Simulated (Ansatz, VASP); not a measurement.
# One calculation of C, two programs

Contents of INCAR:

```
SYSTEM = C
ALGO     = Normal         ! electronic algorithm
EDIFF    = 1E-6           ! SCF threshold, eV
ENCUT    = 520            ! plane-wave cutoff, eV
GGA      = PE             ! functional
ISIF     = 2              ! what is computed and relaxed
ISMEAR   = 0              ! smearing method
IVDW     = 12             ! dispersion correction
LASPH    = .True.         ! aspherical terms in the spheres
LCHARG   = .False.        ! write CHGCAR
LREAL    = .False.        ! projectors in reciprocal space
LWAVE    = .False.        ! write WAVECAR
NBANDS   = 26             ! bands
NELM     = 80             ! most SCF steps
PREC     = Accurate       ! precision mode
SIGMA    = 0.15           ! smearing width, eV
```

The input KPOINTS:

```
k-points
0
Gamma
  22 22 4
  0 0 0
```

The input POSCAR:

```
C
1.0
   -1.2324898335     -2.1347350114      0.0000000000
    1.2324898335     -2.1347350114      0.0000000000
    0.0000000000      0.0000000000     13.3268657407
C
8
Direct
    1.0000000000      1.0000000000      0.8847979644
    1.0000000000      1.0000000000      0.3791702346
    0.0000000000      0.0000000000      0.1263563697
    0.0000000000      0.0000000000      0.6319840995
    0.6666666667      0.6666666667      0.8847979644
    0.6666666667      0.6666666667      0.3791702346
    0.3333333333      0.3333333333      0.1263563697
    0.3333333333      0.3333333333      0.6319840995
```

Input for Ansatz:

```yaml
crystal:
  lattice:
    - [-1.2324898335, -2.1347350114, 0.0]
    - [1.2324898335, -2.1347350114, 0.0]
    - [0.0, 0.0, 13.3268657407]
  atoms:
    - { symbol: C, position: [1.0, 1.0, 0.8847979644] }
    - { symbol: C, position: [1.0, 1.0, 0.3791702346] }
    - { symbol: C, position: [0.0, 0.0, 0.1263563697] }
    - { symbol: C, position: [0.0, 0.0, 0.6319840995] }
    - { symbol: C, position: [0.6666666667, 0.6666666667, 0.8847979644] }
    - { symbol: C, position: [0.6666666667, 0.6666666667, 0.3791702346] }
    - { symbol: C, position: [0.3333333333, 0.3333333333, 0.1263563697] }
    - { symbol: C, position: [0.3333333333, 0.3333333333, 0.6319840995] }
basis:
  ecutwfc: 420
kpoints:
  mp_grid: { grid: [22, 22, 4] }
hamiltonian:
  xc: pbe
  dispersion: d3bj
scf:
  occupations: { method: gaussian, width: 0.15 }
output:
  forces: true
  stress: true
  eigenvalues: true
  write_density: true
  write_potential: true
  elf: true
  volumetric_format: npy
```

Alike in both runs: task single point; functional PBE; dispersion D3(BJ); k mesh 22 × 22 × 4; occupations gaussian, width 0.15 eV; no spin polarisation.

```csv
,VASP,Ansatz
version,VASP 6.6.1,Ansatz 0.2.0
potentials or method,"VASP PAW PBE potentials, release 64 (C), cutoff 520 eV","scalar-relativistic, plane waves, PAW"
valence electrons in the cell,32,32
```

Ansatz gave:

* gap on the k mesh at the Fermi level (eV): 0.28
* least direct gap on the mesh (eV): 0.28
* pressure (GPa): 0.1
* traceless stress, the component that is largest in VASP (GPa): 0.39
* rms of the force components (eV/Å): 0.014

Task: Estimate VASP's values.

Result: gap on the k mesh at the Fermi level (eV): 0.28; least direct gap on the mesh (eV): 0.28; pressure (GPa): 0.6; traceless stress, the component that is largest in VASP (GPa): -0.13; rms of the force components (eV/Å): 0.014.

Atom by atom the forces differ by 0.000 eV/Å (rms over components).
